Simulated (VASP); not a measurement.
# TaO2 (P4_2/mnm) in VASP: single point with LDA

Aim: the single point of TaO2 with LDA.

Program: VASP 6.6.1. These are calculated values, not measurements. Logs are shortened: lines on timing, memory, paths and dates and some standing lists are left out, and cuts for length are marked.

**1. The cell of the first run**

Symmetry: P4_2/mnm, No. 136, tetragonal system. Conventional cell: a = 5.007 Å, b = 5.007 Å, c = 2.876 Å, α = 90.00°, β = 90.00°, γ = 90.00°. Within 2.7 Å of Ta (site symmetry mmm) lie 6 O at 2.02 to 2.09 Å. Within 2.7 Å of O (site symmetry m2m) lie 3 Ta at 2.02 to 2.09 Å.

**2. Single point, LDA**

Contents of INCAR:

```
ALGO     = Normal         # electronic algorithm
EDIFF    = 1E-6           # SCF threshold, eV
ENCUT    = 600            # plane-wave cutoff, eV
GGA_COMPAT= F            
ISIF     = 2              # what is computed and relaxed
ISMEAR   = 1              # smearing method
LASPH    = T              # aspherical terms in the spheres
LCHARG   = F              # write CHGCAR
LREAL    = F              # projectors in reciprocal space
LWAVE    = F              # write WAVECAR
NBANDS   = 32             # bands
NELM     = 120            # most SCF steps
PREC     = Accurate       # precision mode
SIGMA    = 0.15           # smearing width, eV
```

Contents of KPOINTS:

```
k-points
0
Gamma
  5 5 8
```

Contents of POSCAR:

```
TaO2
1.0
    5.0071460000      0.0000000000      0.0000000000
    0.0000000000      5.0071460000      0.0000000000
    0.0000000000      0.0000000000      2.8761010000
Ta O
2 4
Direct
    0.0000000000      0.0000000000      0.5000000000
    0.5000000000      0.5000000000      0.0000000000
    0.7147240000      0.2852760000      0.5000000000
    0.2852760000      0.7147240000      0.5000000000
    0.2147240000      0.2147240000      0.0000000000
    0.7852760000      0.7852760000      0.0000000000
```

Potentials or basis: VASP PAW LDA potentials, release 64 (Ta_pv, O).

Run with:

```bash
cat potpaw_LDA.64/Ta_pv/POTCAR potpaw_LDA.64/O/POTCAR > POTCAR
mpirun -np 1 vasp_std > vasp.out
```

OUTCAR:

```text
EDIFF = 1E-6
   ENCUT = 600
   ISIF = 2
   ISMEAR = 1
   LASPH = T
   LREAL = F
   NELM = 120
   PREC = Accurate

 ion  position               nearest neighbor table
   1  0.000  0.000  0.500-   3 2.02   4 2.02   5 2.09   6 2.09   5 2.09   6 2.09
   2  0.500  0.500  0.000-   5 2.02   6 2.02   3 2.09   4 2.09   3 2.09   4 2.09
   3  0.715  0.285  0.500-   1 2.02   2 2.09   2 2.09
   4  0.285  0.715  0.500-   1 2.02   2 2.09   2 2.09
   5  0.215  0.215  0.000-   2 2.02   1 2.09   1 2.09
   6  0.785  0.785  0.000-   2 2.02   1 2.09   1 2.09

  LATTYP: Found a simple tetragonal cell.
 ALAT       =     5.0071460000
 C/A-ratio  =     0.5743992686

  Lattice vectors:

 A1 = (   5.0071460000,   0.0000000000,   0.0000000000)
 A2 = (   0.0000000000,   5.0071460000,   0.0000000000)
 A3 = (   0.0000000000,   0.0000000000,   2.8761010000)

Analysis of symmetry for initial positions (statically):
=====================================================================
 Subroutine PRICEL returns:
 Original cell was already a primitive cell.

 Routine SETGRP: Setting up the symmetry group for a
 simple tetragonal supercell.

 Subroutine GETGRP returns: Found 16 space group operations
 (whereof  8 operations were pure point group operations)
 out of a pool of 16 trial point group operations.

The static configuration has the point symmetry D_2h.
 The point group associated with its full space group is D_4h.

Analysis of symmetry for dynamics (positions and initial velocities):
=====================================================================
 Subroutine PRICEL returns:
 Original cell was already a primitive cell.

 Routine SETGRP: Setting up the symmetry group for a
 simple tetragonal supercell.

 Subroutine GETGRP returns: Found 16 space group operations
 (whereof  8 operations were pure point group operations)
 out of a pool of 16 trial point group operations.

The dynamic configuration has the point symmetry D_2h.
 The point group associated with its full space group is D_4h.

 Subroutine INISYM returns: Found 16 space group operations
 (whereof  8 operations are pure point group operations),
 and found     1 'primitive' translations

----------------------------------------------------------------------------------------

                                     Primitive cell

  volume of cell :      72.1082

  direct lattice vectors                    reciprocal lattice vectors
     5.007146000  0.000000000  0.000000000     0.199714568  0.000000000  0.000000000
[... 99 lines left out ...]
   NFREE  =      0    steps in history (QN), initial steepest desc. (CG)
   ISIF   =      2    stress and relaxation
   ISYM   =      2    0-nonsym 1-usesym 2-fastsym
   POTIM  = 0.5000    time-step for ionic-motion
   TEBEG  =    0.0;   TEEND  =   0.0 temperature during run
   PSTRESS=    0.0 pullay stress
   NELECT =      46.0000    total number of electrons
   NUPDOWN=      -1.0000    fix difference up-down
   EMIN   =  10.00;   EMAX   =-10.00  energy-range for DOS
   EFERMI =   0.00;   METHOD = LEGACY
   ISMEAR =     1;   SIGMA  =   0.15  broadening in eV -4-tet -1-fermi 0-gaus
   EFERMI_NEDOS =   21; number of points for ismear=-14 and -15
   IALGO  =     38    algorithm
   IMIX   =      4    mixing-type and parameters
     AMIX     =   0.40;   BMIX     =  1.00
     AMIX_MAG =   1.60;   BMIX_MAG =  1.00
  volume/ion in A,a.u.               =      12.02        81.10
  Fermi-wavevector in a.u.,A,eV,Ry     =   1.409286  2.663165 27.022366  1.986088
  Thomas-Fermi vector in A             =   2.531358
   LORBIT       =      0    0 simple, 1 ext, 2 COOP (PROOUT), +10 PAW based schemes
   GGA     = CA    functional components
   LHFCALC =     F    Hartree Fock is set to
   AEXX    =    0.0000 exact exchange contribution
   IVDW    =     0    specifies the selected vdW correction
   LEPSILON=     F    determine dielectric tensor
   LRPA    =     F    only Hartree local field effects (RPA)
 non-spin polarized calculation
 Methfessel and Paxton  Order N= 1 SIGMA  =   0.15
  energy-cutoff  :      600.00
  volume of cell :       72.11
 maximum number of plane-waves:      2424
   NGX = 21   NGY = 21   NGZ = 11

 number of electron      45.9999994 magnetization

 Free energy of the ion-electron system (eV)
  ---------------------------------------------------
  ext. energy  EPLUGINS =         0.00000000
  ---------------------------------------------------
  free energy    TOTEN  =       -64.53484620 eV

  energy without entropy =      -64.53501842  energy(sigma->0) =      -64.53490361

 E-fermi :   5.1116     XC(G=0): -11.7976

 val. band max:        5.0424354237   @ k =   0.4000   0.2000   0.5000
 cond. band min:       5.1443547022   @ k =   0.4000   0.0000   0.3750
 fundamental gap:      0.1019192785
 Fermi energy:         5.1116030850

 k-point     1 :       0.0000    0.0000    0.0000
  band No.  band energies     occupation
      1     -31.1718      2.00000
      2     -31.1718      2.00000
      3     -30.8606      2.00000
      4     -30.8606      2.00000
      5     -30.5344      2.00000
      6     -30.5080      2.00000
[... 829 lines left out ...]
     31      11.4209      0.00000
     32      11.8211      0.00000

 [... further k-points ...]

------------------------ aborting loop because EDIFF is reached ----------------------------------------

  FORCE on cell =-STRESS in cart. coord.  units (eV):
  Direction    XX          YY          ZZ          XY          YZ          ZX
  --------------------------------------------------------------------------------------
  -------------------------------------------------------------------------------------
  Total       -5.8339981     -5.8339981     -6.0658889      0.0000000      0.0000000      0.0000000
  in kB     -129.6260302   -129.6260302   -134.7784289      0.0000000      0.0000000      0.0000000
  external PRESSURE =    -131.3434964 kB  Pullay stress =       0.0000000 kB

 VOLUME and BASIS-vectors are now :
 -----------------------------------------------------------------------------
  energy-cutoff  :      600.00
  volume of cell :       72.11
      direct lattice vectors                 reciprocal lattice vectors
     5.007146000  0.000000000  0.000000000     0.199714568  0.000000000  0.000000000
     0.000000000  5.007146000  0.000000000     0.000000000  0.199714568  0.000000000
     0.000000000  0.000000000  2.876101000     0.000000000  0.000000000  0.347692936

 POSITION                                       TOTAL-FORCE (eV/Angst)
 -----------------------------------------------------------------------------------
      0.00000      0.00000      1.43805         0.000000      0.000000      0.000000
      2.50357      2.50357      0.00000         0.000000      0.000000      0.000000
      3.57873      1.42842      1.43805        -0.172271      0.172271     -0.000000
      1.42842      3.57873      1.43805         0.172271     -0.172271      0.000000
      1.07515      1.07515      0.00000        -0.172271     -0.172271      0.000000
      3.93199      3.93199      0.00000         0.172271      0.172271     -0.000000
 -----------------------------------------------------------------------------------
    total drift:                               -0.000000      0.000000      0.000000

  FREE ENERGIE OF THE ION-ELECTRON SYSTEM (eV)
  ---------------------------------------------------
  free  energy   TOTEN  =       -64.5348461973 eV

  energy  without entropy=      -64.5350184230  energy(sigma->0) =      -64.53490361
```

OSZICAR:

```text
N       E                     dE             d eps       ncg     rms          rms(c)
DAV:   1     0.429118039247E+03    0.42912E+03   -0.27809E+04  1920   0.163E+03
DAV:   2    -0.467973285870E+02   -0.47592E+03   -0.45790E+03  2328   0.444E+02
DAV:   3    -0.740011329277E+02   -0.27204E+02   -0.26945E+02  2384   0.104E+02
DAV:   4    -0.743466430183E+02   -0.34551E+00   -0.34500E+00  2344   0.126E+01
DAV:   5    -0.743515676762E+02   -0.49247E-02   -0.49230E-02  2464   0.133E+00    0.377E+01
DAV:   6    -0.650485601514E+02    0.93030E+01   -0.45385E+01  2248   0.415E+01    0.154E+01
DAV:   7    -0.646732604212E+02    0.37530E+00   -0.28017E+00  2216   0.999E+00    0.105E+01
DAV:   8    -0.645477163392E+02    0.12554E+00   -0.43532E-01  2376   0.518E+00    0.227E+00
DAV:   9    -0.645359776461E+02    0.11739E-01   -0.27282E-02  2256   0.130E+00    0.242E-01
DAV:  10    -0.645348936755E+02    0.10840E-02   -0.72205E-03  2384   0.566E-01    0.560E-02
DAV:  11    -0.645348445774E+02    0.49098E-04   -0.48940E-04  2224   0.140E-01    0.151E-02
DAV:  12    -0.645348460528E+02   -0.14754E-05   -0.88409E-06  2528   0.209E-02    0.652E-03
DAV:  13    -0.645348461973E+02   -0.14449E-06   -0.41696E-07  1504   0.464E-03
   1 F= -.64534846E+02 E0= -.64534904E+02  d E =0.172226E-03
```

stdout:

```text
POSCAR found type information on POSCAR TaO
 POSCAR found :  2 types and       6 ions
 scaLAPACK will be used
 LDA part: xc-table for (Slater(with rela. corr.)+CA(PZ))
 , standard interpolation
 POSCAR, INCAR and KPOINTS ok, starting setup
 FFT: planning ... GRIDC
 FFT: planning ... GRID_SOFT
 FFT: planning ... GRID
 WAVECAR not read
 entering main loop
```

Run time: 40 s. Hardware: 1 thread of Intel Xeon Platinum 8375C at 2.90GHz (Ice Lake), shared host; peak memory 0.21 GiB.

What came out:

```
Free energy            : -64.5348 eV
Pressure               : -13.1 GPa
Largest force          : 0.244 eV/Å
Band gap on the k mesh : zero (bands 23 and 24 overlap by 2.47 eV)
```

Forces on the atoms (eV/Å):
```
Ta   0.000  0.000  0.000
Ta   0.000  0.000  0.000
O   -0.172  0.172  0.000
O    0.172 -0.172  0.000
O   -0.172 -0.172  0.000
O    0.172  0.172  0.000
```

Stress tensor (GPa, compression positive):
```
-12.96   0.00   0.00
  0.00 -12.96   0.00
  0.00   0.00 -13.48
```

Caveat: the cell stands under tension; spin-orbit coupling is left out, which moves the levels of the heavy elements.
